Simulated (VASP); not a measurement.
A run of VASP 6.6.1:

File INCAR:

```
PREC = Accurate ; ENCUT = 600
EDIFF = 1E-6 ; ISMEAR = -1
SIGMA = 0.02 ; LREAL = False
LASPH = True ; NELM = 60
ALGO = Normal ; ISIF = 8
LWAVE = False ; LCHARG = False
GGA = CA ; IBRION = 2
NSW = 80 ; EDIFFG = -0.01
```

File KPOINTS:

```
Automatic mesh
0
Gamma
  6 6 4
```

POSCAR

```
CdPbS2
1.0
    4.0915810000      0.0000000000      0.0000000000
    0.0000000000      4.0915810000      0.0000000000
    0.0000000000      0.0000000000      5.7944270000
Cd Pb S
1 1 2
Direct
    0.0000000000      0.0000000000      0.0000000000
    0.5000000000      0.5000000000      0.5000000000
    0.0000000000      0.0000000000      0.5000000000
    0.5000000000      0.5000000000      0.0000000000
```

Potentials or basis: VASP PAW LDA potentials, release 64 (Cd, Pb_d, S).

Command:

```console
$ cat potpaw_LDA.64/Cd/POTCAR potpaw_LDA.64/Pb_d/POTCAR potpaw_LDA.64/S/POTCAR > POTCAR
$ mpirun -np 1 vasp_std > vasp.out
```

Hardware: 1 thread of Intel Xeon 8259CL, on a shared host.

How long does it take, and how much memory?

Wall time 4.3 min on 1 thread of Intel Xeon 8259CL, with other jobs on the host, peak memory 0.27 GiB. Counts: scf iterations 30, k points 30, ion steps 3.
